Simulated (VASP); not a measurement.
# ZnSn2N2 (P-4m2) in VASP: relaxation of the atoms with PBE

Aim: the relaxation of the atoms of ZnSn2N2 with PBE.

All numbers are computed with VASP 6.6.1; they aren't measurements. Logs are shortened: lines on timing, memory, paths and dates and some standing lists are left out, and cuts for length are marked.

## (1) The cell of the first run

The structure is tetragonal, space group P-4m2 (No. 115). Conventional cell: a = 3.352 Å, b = 3.352 Å, c = 8.145 Å, α = 90.00°, β = 90.00°, γ = 90.00°. Within 2.8 Å of Sn (site symmetry 2mm) lie 2 N at 2.12 Å. Zn (site symmetry -4m2) has 4 N at 2.05 Å within 2.7 Å. N (site symmetry 2mm) has 2 Zn at 2.05 Å and 2 Sn at 2.12 Å within 2.7 Å.

## (2) Relaxation of the atoms, PBE

INCAR

```
ALGO = Normal
EDIFF = 1E-7
EDIFFG = -0.01
ENCUT = 520
GGA = PE
IBRION = 2
ISIF = 2
ISMEAR = -1
LASPH = True
LCHARG = False
LREAL = False
LWAVE = False
NELM = 80
NSW = 60
PREC = Accurate
SIGMA = 0.05
```

KPOINTS

```
k-points
0
Gamma
  7 7 3
```

POSCAR

```
ZnSn2N2
1.0
    3.3523260000      0.0000000000      0.0000000000
    0.0000000000      3.3523260000      0.0000000000
    0.0000000000      0.0000000000      8.1448510900
Sn Zn N
2 1 2
Direct
    0.5000000000      0.5000000000      0.3058270000
    0.5000000000      0.5000000000      0.6941730000
    0.0000000000      0.0000000000      0.0000000000
    0.0000000000      0.5000000000      0.8541900000
    0.5000000000      0.0000000000      0.1458100000
```

Potentials or basis: VASP PAW PBE potentials, release 64 (Sn_d, Zn, N).

Run with:

```
> cat potpaw_PBE.64/Sn_d/POTCAR potpaw_PBE.64/Zn/POTCAR potpaw_PBE.64/N/POTCAR > POTCAR
> mpirun -np 1 vasp_std > vasp.out
```

OUTCAR:

```text
EDIFF = 1E-7
   EDIFFG = -0.01
   ENCUT = 520
   GGA = PE
   IBRION = 2
   ISIF = 2
   ISMEAR = -1
   LASPH = True
   LREAL = False
   NELM = 80
   NSW = 60
   PREC = Accurate

 ion  position               nearest neighbor table
   1  0.500  0.500  0.306-   5 2.12   5 2.12   2 3.16
   2  0.500  0.500  0.694-   4 2.12   4 2.12   1 3.16
   3  0.000  0.000  0.000-   4 2.05   5 2.05   4 2.05   5 2.05
   4  0.000  0.500  0.854-   3 2.05   3 2.05   2 2.12   2 2.12
   5  0.500  0.000  0.146-   3 2.05   3 2.05   1 2.12   1 2.12

  LATTYP: Found a simple tetragonal cell.
 ALAT       =     3.3523260000
 C/A-ratio  =     2.4296118844

  Lattice vectors:

 A1 = (   3.3523260000,   0.0000000000,   0.0000000000)
 A2 = (   0.0000000000,   3.3523260000,   0.0000000000)
 A3 = (   0.0000000000,   0.0000000000,   8.1448510900)

Analysis of symmetry for initial positions (statically):
=====================================================================
 Subroutine PRICEL returns:
 Original cell was already a primitive cell.

 Routine SETGRP: Setting up the symmetry group for a
 simple tetragonal supercell.

 Subroutine GETGRP returns: Found  8 space group operations
 (whereof  8 operations were pure point group operations)
 out of a pool of 16 trial point group operations.

The static configuration has the point symmetry D_2d.

Analysis of symmetry for dynamics (positions and initial velocities):
=====================================================================
 Subroutine PRICEL returns:
 Original cell was already a primitive cell.

 Routine SETGRP: Setting up the symmetry group for a
 simple tetragonal supercell.

 Subroutine GETGRP returns: Found  8 space group operations
 (whereof  8 operations were pure point group operations)
 out of a pool of 16 trial point group operations.

The dynamic configuration has the point symmetry D_2d.

 Subroutine INISYM returns: Found  8 space group operations
 (whereof  8 operations are pure point group operations),
 and found     1 'primitive' translations

----------------------------------------------------------------------------------------

                                     Primitive cell

  volume of cell :      91.5326

  direct lattice vectors                    reciprocal lattice vectors
     3.352326000  0.000000000  0.000000000     0.298300344  0.000000000  0.000000000
     0.000000000  3.352326000  0.000000000     0.000000000  0.298300344  0.000000000
     0.000000000  0.000000000  8.144851090     0.000000000  0.000000000  0.122776953

  length of vectors
     3.352326000  3.352326000  8.144851090     0.298300344  0.298300344  0.122776953

  position of ions in fractional coordinates (direct lattice)
     0.500000000  0.500000000  0.305827000
     0.500000000  0.500000000  0.694173000
     0.000000000  0.000000000  0.000000000
     0.000000000  0.500000000  0.854190000
     0.500000000  0.000000000  0.145810000

  ion indices of the primitive-cell ions
   primitive index   ion index
                 1           1
                 2           2
                 3           3
                 4           4
                 5           5

----------------------------------------------------------------------------------------

 KPOINTS: k-points

Automatic generation of k-mesh.
 Grid dimensions read from file:
 generate k-points for:    7    7    3

 Generating k-lattice:

  Cartesian coordinates                     Fractional coordinates (reciprocal lattice)
     0.042614335  0.000000000  0.000000000     0.142857143  0.000000000  0.000000000
     0.000000000  0.042614335  0.000000000     0.000000000  0.142857143  0.000000000
     0.000000000  0.000000000  0.040925651     0.000000000  0.000000000  0.333333333

  Length of vectors
     0.042614335  0.042614335  0.040925651

  Shift w.r.t. Gamma in fractional coordinates (k-lattice)
     0.000000000  0.000000000  0.000000000

 Subroutine IBZKPT returns following result:
 ===========================================

 Found     20 irreducible k-points:

 Following reciprocal coordinates:
            Coordinates               Weight
  0.000000  0.000000  0.000000      1.000000
  0.142857  0.000000  0.000000      4.000000
  0.285714  0.000000  0.000000      4.000000
  0.428571  0.000000  0.000000      4.000000
  0.142857  0.142857  0.000000      4.000000
  0.285714  0.142857  0.000000      8.000000
[... 12 lines left out ...]
  0.428571  0.285714  0.333333     16.000000
  0.428571  0.428571  0.333333      8.000000
   k-points           NKPTS =     20   k-points in BZ     NKDIM =     20   number of bands    NBANDS=     30
   number of dos      NEDOS =    301   number of ions     NIONS =      5
   total plane-waves  NPLWV =  50176
   dimension x,y,z NGX =    28 NGY =   28 NGZ =   64
   dimension x,y,z NGXF=    56 NGYF=   56 NGZF=  128
   ions per type =               2   1   2
   NGX,Y,Z   is equivalent  to a cutoff of  13.89, 13.89, 13.06 a.u.
   NGXF,Y,Z  is equivalent  to a cutoff of  27.77, 27.77, 26.13 a.u.
 SYSTEM =  unknown system
   PREC   = accura    normal or accurate (medium, high low for compatibility)
   ISTART =      0    job   : 0-new  1-cont  2-samecut
   ICHARG =      2    charge: 1-file 2-atom 10-const
   ISPIN  =      1    spin polarized calculation?
   LNONCOLLINEAR =      F non collinear calculations
   LSORBIT =      F    spin-orbit coupling
   LASPH  =      T    aspherical Exc in radial PAW
   ENCUT  =  520.0 eV  38.22 Ry    6.18 a.u.   6.23  6.23 15.14*2*pi/ulx,y,z
   NELM   =     80;   NELMIN=  2; NELMDL= -5     # of ELM steps
   EDIFF  = 0.1E-06   stopping-criterion for ELM
   LREAL  =      F    real-space projection
   EDIFFG = -.1E-01   stopping-criterion for IOM
   NSW    =     60    number of steps for IOM
   IBRION =      2    ionic relax: 0-MD 1-quasi-New 2-CG
   NFREE  =      1    steps in history (QN), initial steepest desc. (CG)
   ISIF   =      2    stress and relaxation
   ISYM   =      2    0-nonsym 1-usesym 2-fastsym
   POTIM  = 0.5000    time-step for ionic-motion
   TEBEG  =    0.0;   TEEND  =   0.0 temperature during run
   PSTRESS=    0.0 pullay stress
   NELECT =      50.0000    total number of electrons
   NUPDOWN=      -1.0000    fix difference up-down
   EMIN   =  10.00;   EMAX   =-10.00  energy-range for DOS
   EFERMI =   0.00;   METHOD = LEGACY
   ISMEAR =    -1;   SIGMA  =   0.05  broadening in eV -4-tet -1-fermi 0-gaus
   EFERMI_NEDOS =   21; number of points for ismear=-14 and -15
   IALGO  =     38    algorithm
   IMIX   =      4    mixing-type and parameters
     AMIX     =   0.40;   BMIX     =  1.00
     AMIX_MAG =   1.60;   BMIX_MAG =  1.00
  volume/ion in A,a.u.               =      18.31       123.54
  Fermi-wavevector in a.u.,A,eV,Ry     =   1.338257  2.528940 24.367117  1.790933
  Thomas-Fermi vector in A             =   2.466742
   LORBIT       =      0    0 simple, 1 ext, 2 COOP (PROOUT), +10 PAW based schemes
   GGA     = PE    functional components
   LHFCALC =     F    Hartree Fock is set to
   AEXX    =    0.0000 exact exchange contribution
   IVDW    =     0    specifies the selected vdW correction
   LEPSILON=     F    determine dielectric tensor
   LRPA    =     F    only Hartree local field effects (RPA)
 conjugate gradient relaxation of ions
 non-spin polarized calculation
  energy-cutoff  :      520.00
  volume of cell :       91.53
 maximum number of plane-waves:      2495
 NGX is ok and might be reduce to    28
   NGX = 13   NGY = 13   NGZ = 31

--------------------------------------- Ionic step        1  -------------------------------------------

 number of electron      49.9999995 magnetization

 Free energy of the ion-electron system (eV)
  ---------------------------------------------------
  ext. energy  EPLUGINS =         0.00000000
  ---------------------------------------------------
  free energy    TOTEN  =       -24.19169484 eV

  energy without entropy =      -24.17801316  energy(sigma->0) =      -24.18485400

------------------------ aborting loop because EDIFF is reached ----------------------------------------

  FORCE on cell =-STRESS in cart. coord.  units (eV):
  Direction    XX          YY          ZZ          XY          YZ          ZX
  --------------------------------------------------------------------------------------
  -------------------------------------------------------------------------------------
  Total       -0.4554916     -0.4554916     -0.9927356      0.0000000      0.0000000      0.0000000
  in kB       -7.9728819     -7.9728819    -17.3767497      0.0000000      0.0000000      0.0000000
  external PRESSURE =     -11.1075045 kB  Pullay stress =       0.0000000 kB

 VOLUME and BASIS-vectors are now :
 -----------------------------------------------------------------------------
  energy-cutoff  :      520.00
  volume of cell :       91.53
      direct lattice vectors                 reciprocal lattice vectors
     3.352326000  0.000000000  0.000000000     0.298300344  0.000000000  0.000000000
     0.000000000  3.352326000  0.000000000     0.000000000  0.298300344  0.000000000
     0.000000000  0.000000000  8.144851090     0.000000000  0.000000000  0.122776953
[... 157 lines left out ...]
 POSITION                                       TOTAL-FORCE (eV/Angst)
 -----------------------------------------------------------------------------------
      1.67616      1.67616      2.47644         0.000000     -0.000000     -0.006008
      1.67616      1.67616      5.66842         0.000000      0.000000      0.006008
      0.00000      0.00000      0.00000         0.000000      0.000000      0.000000
      0.00000      1.67616      6.96222         0.000000      0.000000      0.012738
      1.67616      0.00000      1.18263         0.000000      0.000000     -0.012738
 -----------------------------------------------------------------------------------
    total drift:                                0.000000      0.000000     -0.000000

  FREE ENERGIE OF THE ION-ELECTRON SYSTEM (eV)
  ---------------------------------------------------
  free  energy   TOTEN  =       -24.1939171332 eV

  energy  without entropy=      -24.1808178736  energy(sigma->0) =      -24.18736750

--------------------------------------- Ionic step        6  -------------------------------------------

 number of electron      49.9999995 magnetization

 Free energy of the ion-electron system (eV)
  ---------------------------------------------------
  ext. energy  EPLUGINS =         0.00000000
  ---------------------------------------------------
  free energy    TOTEN  =       -24.19395913 eV

  energy without entropy =      -24.18093015  energy(sigma->0) =      -24.18744464

 E-fermi :   5.3123     XC(G=0): -10.1674

 val. band max:        5.2665122769   @ k =   0.2857   0.1429   0.3333
 cond. band min:       5.3192068491   @ k =   0.1429   0.1429   0.0000
 fundamental gap:      0.0526945722
 Fermi energy:         5.3122759179

 k-point     1 :       0.0000    0.0000    0.0000
  band No.  band energies     occupation
      1     -16.1366      2.00000
      2     -16.1362      2.00000
      3     -15.9801      2.00000
      4     -15.9242      2.00000
      5     -15.9242      2.00000
      6     -15.8856      2.00000
[... 671 lines left out ...]
 POSITION                                       TOTAL-FORCE (eV/Angst)
 -----------------------------------------------------------------------------------
      1.67616      1.67616      2.47453         0.000000     -0.000000     -0.001466
      1.67616      1.67616      5.67032         0.000000      0.000000      0.001466
      0.00000      3.35233      0.00000         0.000000     -0.000000      0.000000
      3.35233      1.67616      6.96444         0.000000      0.000000     -0.001556
      1.67616      3.35233      1.18042         0.000000      0.000000      0.001556
 -----------------------------------------------------------------------------------
    total drift:                                0.000000      0.000000      0.000000

  FREE ENERGIE OF THE ION-ELECTRON SYSTEM (eV)
  ---------------------------------------------------
  free  energy   TOTEN  =       -24.1939591291 eV

  energy  without entropy=      -24.1809301515  energy(sigma->0) =      -24.18744464

 reached required accuracy - stopping structural energy minimisation
```

Wall time 2.5 min (1 thread of AMD EPYC 7R43 (Zen 3), shared host); peak memory 0.21 GiB.

What came out:

```yaml
Free_energy: -24.1940 eV
Energy_gained_by_relaxing: 0.5 meV/atom
Ionic_steps: 6
Pressure_after_relaxing: -0.6 GPa
Band_gap_on_the_k_mesh: zero (bands 25 and 26 overlap by 1.11 eV)
```

Step by step:
```
step  energy change (eV)  largest force (eV/Å)  pressure (GPa)
   1              0.0000                0.1628           -1.11
   2             -0.0014                0.0633           -0.83
   3             -0.0014                0.0619           -0.83
   4             -0.0018                0.0454           -0.78
   5             -0.0022                0.0127           -0.68
   6             -0.0023                0.0016           -0.63
```

Final structure:
```cif
data_structure
_symmetry_space_group_name_H-M 'P 1'
_symmetry_Int_Tables_number 1
_cell_length_a 3.3523
_cell_length_b 3.3523
_cell_length_c 8.1449
_cell_angle_alpha 90.000
_cell_angle_beta 90.000
_cell_angle_gamma 90.000
_cell_volume 91.53
loop_
_atom_site_label
_atom_site_type_symbol
_atom_site_fract_x
_atom_site_fract_y
_atom_site_fract_z
_atom_site_occupancy
Sn1 Sn 0.50000 0.50000 0.30381 1
Sn2 Sn 0.50000 0.50000 0.69619 1
Zn1 Zn 0.00000 0.00000 0.00000 1
N1 N 0.00000 0.50000 0.85507 1
N2 N 0.50000 0.00000 0.14493 1
```

Caveat: spin-orbit coupling is left out, which moves the levels of the heavy elements.

The gap in the log of VASP goes by the Fermi energy; the results here count the filled bands.